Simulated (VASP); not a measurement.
# Si2W (I4/mmm) in VASP: single point with r2SCAN

Aim: the single point of Si2W with r2SCAN.

All numbers are computed with VASP 6.6.1; they aren't measurements. Logs are shortened: lines on timing, memory, paths and dates and some standing lists are left out, and cuts for length are marked.

### Step 1. The cell of the first run

The structure is tetragonal, space group I4/mmm (No. 139). The conventional cell has a = 3.211 Å, b = 3.211 Å, c = 7.805 Å, α = 90.00°, β = 90.00°, γ = 90.00°. Within 3.4 Å of Si (site symmetry 4mm) lie 9 Si at 2.58 to 3.21 Å and 5 W at 2.61 Å. W (site symmetry 4/mmm) has 10 Si at 2.61 Å and 4 W at 3.21 Å within 3.4 Å.

### Step 2. Single point, r2SCAN

Contents of POSCAR:

```
Si2W
1.0
   -1.6056334169      1.6056334169      3.9024847640
    1.6056334169     -1.6056334169      3.9024847640
    1.6056334169      1.6056334169     -3.9024847640
Si W
2 1
Direct
    0.3348274978      0.3348274978      0.0000000000
    0.6651725022      0.6651725022      0.0000000000
    0.0000000000      0.0000000000      0.0000000000
```

Contents of INCAR.step1:

```
ALGO = Normal
EDIFF = 1E-4
ENCUT = 520
GGA = PE
ISMEAR = 0
LASPH = True
LCHARG = False
LREAL = False
LWAVE = True
NBANDS = 18
NELM = 100
PREC = Accurate
SIGMA = 0.1
```

Contents of INCAR.step2:

```
ALGO = Normal
EDIFF = 1E-7
ENCUT = 520
ISIF = 2
ISMEAR = 0
ISTART = 1
LASPH = True
LCHARG = False
LMIXTAU = True
LREAL = False
LWAVE = False
METAGGA = R2SCAN
NBANDS = 18
NELM = 100
PREC = Accurate
SIGMA = 0.1
```

Contents of KPOINTS:

```
k-points
0
Gamma
  18 18 18
```

Potentials or basis: VASP PAW PBE potentials, release 64 (Si, W_sv).

Command:

```bash
> cat potpaw_PBE.64/Si/POTCAR potpaw_PBE.64/W_sv/POTCAR > POTCAR
> cp INCAR.step1 INCAR
> mpirun -np 1 vasp_std > vasp.out
> cp INCAR.step2 INCAR
> mpirun -np 1 vasp_std > vasp.out
```

OUTCAR:

```text
EDIFF = 1E-7
   ENCUT = 520
   ISIF = 2
   ISMEAR = 0
   ISTART = 1
   LASPH = True
   LREAL = False
   METAGGA = R2SCAN
   NELM = 100
   PREC = Accurate

 ion  position               nearest neighbor table
   1  0.335  0.335  0.000-   2 2.58   3 2.61   3 2.61   3 2.61   3 2.61   3 2.61   2 2.63   2 2.63
                             2 2.63   2 2.63
   2  0.665  0.665  0.000-   1 2.58   3 2.61   3 2.61   3 2.61   3 2.61   3 2.61   1 2.63   1 2.63
                             1 2.63   1 2.63
   3  0.000  0.000  0.000-   2 2.61   2 2.61   1 2.61   2 2.61   1 2.61   1 2.61   2 2.61   1 2.61
                             1 2.61   2 2.61

  LATTYP: Found a body centered tetragonal cell.
 ALAT       =     3.2112668338
 C/A-ratio  =     2.4304954811

  Lattice vectors:

 A1 = (  -1.6056334169,   1.6056334169,   3.9024847640)
 A2 = (   1.6056334169,  -1.6056334169,   3.9024847640)
 A3 = (   1.6056334169,   1.6056334169,  -3.9024847640)

Analysis of symmetry for initial positions (statically):
=====================================================================
 Subroutine PRICEL returns:
 Original cell was already a primitive cell.

 Routine SETGRP: Setting up the symmetry group for a
 body centered tetragonal supercell.

 Subroutine GETGRP returns: Found 16 space group operations
 (whereof 16 operations were pure point group operations)
 out of a pool of 16 trial point group operations.

The static configuration has the point symmetry D_4h.

Analysis of symmetry for dynamics (positions and initial velocities):
=====================================================================
 Subroutine PRICEL returns:
 Original cell was already a primitive cell.

 Routine SETGRP: Setting up the symmetry group for a
 body centered tetragonal supercell.

 Subroutine GETGRP returns: Found 16 space group operations
 (whereof 16 operations were pure point group operations)
 out of a pool of 16 trial point group operations.

The dynamic configuration has the point symmetry D_4h.

 Subroutine INISYM returns: Found 16 space group operations
 (whereof 16 operations are pure point group operations),
 and found     1 'primitive' translations

----------------------------------------------------------------------------------------

                                     Primitive cell

  volume of cell :      40.2433

  direct lattice vectors                    reciprocal lattice vectors
    -1.605633417  1.605633417  3.902484764     0.000000000  0.311403584  0.128123498
     1.605633417 -1.605633417  3.902484764     0.311403584  0.000000000  0.128123498
     1.605633417  1.605633417 -3.902484764     0.311403584  0.311403584  0.000000000

  length of vectors
     4.515030971  4.515030971  4.515030971     0.336731084  0.336731084  0.440391171

  position of ions in fractional coordinates (direct lattice)
     0.334827498  0.334827498  0.000000000
     0.665172502  0.665172502  0.000000000
     0.000000000  0.000000000  0.000000000

  ion indices of the primitive-cell ions
   primitive index   ion index
                 1           1
                 2           2
                 3           3

----------------------------------------------------------------------------------------

 KPOINTS: k-points

Automatic generation of k-mesh.
 Grid dimensions read from file:
 generate k-points for:   18   18   18

 Generating k-lattice:

  Cartesian coordinates                     Fractional coordinates (reciprocal lattice)
     0.000000000  0.017300199  0.007117972     0.055555556  0.000000000 -0.000000000
     0.017300199  0.000000000  0.007117972     0.000000000  0.055555556 -0.000000000
     0.017300199  0.017300199  0.000000000     0.000000000  0.000000000  0.055555556

  Length of vectors
     0.018707282  0.018707282  0.024466176

  Shift w.r.t. Gamma in fractional coordinates (k-lattice)
     0.000000000  0.000000000  0.000000000

 Subroutine IBZKPT returns following result:
 ===========================================

 Found    480 irreducible k-points:

 Following reciprocal coordinates:
            Coordinates               Weight
  0.000000  0.000000  0.000000      1.000000
  0.055556 -0.000000  0.000000      8.000000
  0.111111 -0.000000  0.000000      8.000000
  0.166667  0.000000  0.000000      8.000000
  0.222222 -0.000000  0.000000      8.000000
  0.277778  0.000000  0.000000      8.000000
[... 16 lines left out ...]
 -0.277778  0.055556 -0.000000     16.000000
 -0.222222  0.055556 -0.000000     16.000000
 [... further k-points ...]
   k-points           NKPTS =    480   k-points in BZ     NKDIM =    480   number of bands    NBANDS=     18
   number of dos      NEDOS =    301   number of ions     NIONS =      3
   total plane-waves  NPLWV =  46656
   dimension x,y,z NGX =    36 NGY =   36 NGZ =   36
   dimension x,y,z NGXF=    72 NGYF=   72 NGZF=   72
   ions per type =               2   1
   NGX,Y,Z   is equivalent  to a cutoff of  13.26, 13.26, 13.26 a.u.
   NGXF,Y,Z  is equivalent  to a cutoff of  26.51, 26.51, 26.51 a.u.
 SYSTEM =  unknown system
   PREC   = accura    normal or accurate (medium, high low for compatibility)
   ISTART =      1    job   : 0-new  1-cont  2-samecut
   ICHARG =      0    charge: 1-file 2-atom 10-const
   ISPIN  =      1    spin polarized calculation?
   LNONCOLLINEAR =      F non collinear calculations
   LSORBIT =      F    spin-orbit coupling
   LASPH  =      T    aspherical Exc in radial PAW
   ENCUT  =  520.0 eV  38.22 Ry    6.18 a.u.   8.39  8.39  8.39*2*pi/ulx,y,z
   NELM   =    100;   NELMIN=  2; NELMDL=  0     # of ELM steps
   EDIFF  = 0.1E-06   stopping-criterion for ELM
   LREAL  =      F    real-space projection
   EDIFFG = 0.1E-05   stopping-criterion for IOM
   NSW    =      0    number of steps for IOM
   IBRION =     -1    ionic relax: 0-MD 1-quasi-New 2-CG
   NFREE  =      0    steps in history (QN), initial steepest desc. (CG)
   ISIF   =      2    stress and relaxation
   ISYM   =      2    0-nonsym 1-usesym 2-fastsym
   POTIM  = 0.5000    time-step for ionic-motion
   TEBEG  =    0.0;   TEEND  =   0.0 temperature during run
   PSTRESS=    0.0 pullay stress
   NELECT =      22.0000    total number of electrons
   NUPDOWN=      -1.0000    fix difference up-down
   EMIN   =  10.00;   EMAX   =-10.00  energy-range for DOS
   EFERMI =   0.00;   METHOD = LEGACY
   ISMEAR =     0;   SIGMA  =   0.10  broadening in eV -4-tet -1-fermi 0-gaus
   EFERMI_NEDOS =   21; number of points for ismear=-14 and -15
   IALGO  =     38    algorithm
   IMIX   =      4    mixing-type and parameters
     AMIX     =   0.40;   BMIX     =  1.00
     AMIX_MAG =   1.60;   BMIX_MAG =  1.00
  volume/ion in A,a.u.               =      13.41        90.53
  Fermi-wavevector in a.u.,A,eV,Ry     =   1.338601  2.529589 24.379625  1.791852
  Thomas-Fermi vector in A             =   2.467058
   LORBIT       =      0    0 simple, 1 ext, 2 COOP (PROOUT), +10 PAW based schemes
   METAGGA = R2SCAN    functional components
   LHFCALC =     F    Hartree Fock is set to
   AEXX    =    0.0000 exact exchange contribution
   IVDW    =     0    specifies the selected vdW correction
   LEPSILON=     F    determine dielectric tensor
   LRPA    =     F    only Hartree local field effects (RPA)
 non-spin polarized calculation
 Gauss-broadening in eV      SIGMA  =   0.10
  energy-cutoff  :      520.00
  volume of cell :       40.24
 maximum number of plane-waves:      1111
 NGX is ok and might be reduce to    36
   NGX = 17   NGY = 17   NGZ = 17

 number of electron      21.9999999 magnetization

 Free energy of the ion-electron system (eV)
  ---------------------------------------------------
  ext. energy  EPLUGINS =         0.00000000
  ---------------------------------------------------
  free energy    TOTEN  =       -69.81634643 eV

  energy without entropy =      -69.81549979  energy(sigma->0) =      -69.81592311

 E-fermi :  11.9922     XC(G=0): -13.5284

 val. band max:       11.8981645117   @ k =  -0.3889   0.4444   0.3889
 cond. band min:      12.0103265096   @ k =  -0.3889   0.5000   0.3333
 fundamental gap:      0.1121619979
 Fermi energy:        11.9921881043

 k-point     1 :       0.0000    0.0000    0.0000
  band No.  band energies     occupation
      1     -63.7518      2.00000
      2     -27.3845      2.00000
      3     -27.3553      2.00000
      4     -27.3553      2.00000
      5      -2.9035      2.00000
      6       4.7240      2.00000
[... 10 lines left out ...]
     17      18.0100      0.00000
     18      18.0100      0.00000

 k-point     2 :       0.0556   -0.0000    0.0000
  band No.  band energies     occupation
      1     -63.7515      2.00000
      2     -27.3840      2.00000
      3     -27.3626      2.00000
      4     -27.3546      2.00000
      5      -2.8408      2.00000
      6       4.7306      2.00000
[... 10 lines left out ...]
     17      18.0133      0.00000
     18      18.2533      0.00000

 k-point     3 :       0.1111   -0.0000    0.0000
  band No.  band energies     occupation
      1     -63.7507      2.00000
      2     -27.3839      2.00000
      3     -27.3822      2.00000
      4     -27.3526      2.00000
      5      -2.6542      2.00000
      6       4.7410      2.00000
[... 10 lines left out ...]
     17      18.0676      0.00000
     18      18.8496      0.00000

 k-point     4 :       0.1667    0.0000    0.0000
  band No.  band energies     occupation
      1     -63.7496      2.00000
      2     -27.4160      2.00000
      3     -27.3799      2.00000
      4     -27.3496      2.00000
      5      -2.3476      2.00000
      6       4.7208      2.00000
[... 375 lines left out ...]
      4     -27.3453      2.00000
      5      -0.8312      2.00000
      6       3.8740      2.00000
[... 10 lines left out ...]
     17      19.7625      0.00000
     18      20.6615      0.00000

 k-point    23 :      -0.2778    0.0556   -0.0000
  band No.  band energies     occupation
      1     -63.7463      2.00000
      2     -27.4957      2.00000
      3     -27.3723      2.00000
      4     -27.3490      2.00000
      5      -1.4332      2.00000
      6       4.4919      2.00000
[... 10 lines left out ...]
     17      19.4033      0.00000
     18      20.5245      0.00000

 k-point    24 :      -0.2222    0.0556   -0.0000
  band No.  band energies     occupation
      1     -63.7479      2.00000
      2     -27.4543      2.00000
      3     -27.3755      2.00000
      4     -27.3530      2.00000
      5      -1.9404      2.00000
      6       4.8793      2.00000
[... 10 lines left out ...]
     17      18.6508      0.00000
     18      20.6893      0.00000

 [... further k-points ...]

------------------------ aborting loop because EDIFF is reached ----------------------------------------

  FORCE on cell =-STRESS in cart. coord.  units (eV):
  Direction    XX          YY          ZZ          XY          YZ          ZX
  --------------------------------------------------------------------------------------
  -------------------------------------------------------------------------------------
  Total        0.0884641      0.0884641      0.0134366      0.0000000      0.0000000      0.0000000
  in kB        3.5219550      3.5219550      0.5349417      0.0000000      0.0000000      0.0000000
  external PRESSURE =       2.5262839 kB  Pullay stress =       0.0000000 kB

 VOLUME and BASIS-vectors are now :
 -----------------------------------------------------------------------------
  energy-cutoff  :      520.00
  volume of cell :       40.24
      direct lattice vectors                 reciprocal lattice vectors
    -1.605633417  1.605633417  3.902484764     0.000000000  0.311403584  0.128123498
     1.605633417 -1.605633417  3.902484764     0.311403584  0.000000000  0.128123498
     1.605633417  1.605633417 -3.902484764     0.311403584  0.311403584  0.000000000

 POSITION                                       TOTAL-FORCE (eV/Angst)
 -----------------------------------------------------------------------------------
      0.00000      0.00000      2.61332         0.000000      0.000000     -0.008972
      0.00000      0.00000      5.19165        -0.000000     -0.000000      0.008972
      0.00000      0.00000      0.00000         0.000000      0.000000      0.000000
 -----------------------------------------------------------------------------------
    total drift:                               -0.000000      0.000000     -0.000000

  FREE ENERGIE OF THE ION-ELECTRON SYSTEM (eV)
  ---------------------------------------------------
  free  energy   TOTEN  =       -69.8163464275 eV

  energy  without entropy=      -69.8154997937  energy(sigma->0) =      -69.81592311
```

Run time: 56 min. Hardware: 1 thread of Oxide Virtual Turin-like, shared host; peak memory 0.44 GiB.

What came out:

```yaml
Free_energy: -69.8163 eV
Pressure: 0.3 GPa
Largest_force: 0.009 eV/Å
Band_gap_on_the_k_mesh: zero (bands 11 and 12 overlap by 1.30 eV)
```

Forces in eV/Å, atoms in the order of the input:
```
Si   0.000  0.000 -0.009
Si   0.000  0.000  0.009
W    0.000  0.000  0.000
```

Stress tensor (GPa, compression positive):
```
0.35 0.00 0.00
0.00 0.35 0.00
0.00 0.00 0.05
```

Caveat: the PAW data sets were made with another functional, which shifts forces and pressure a little; spin-orbit coupling is left out, which moves the levels of the heavy elements.

The gap in the log of VASP goes by the Fermi energy; the results here count the filled bands.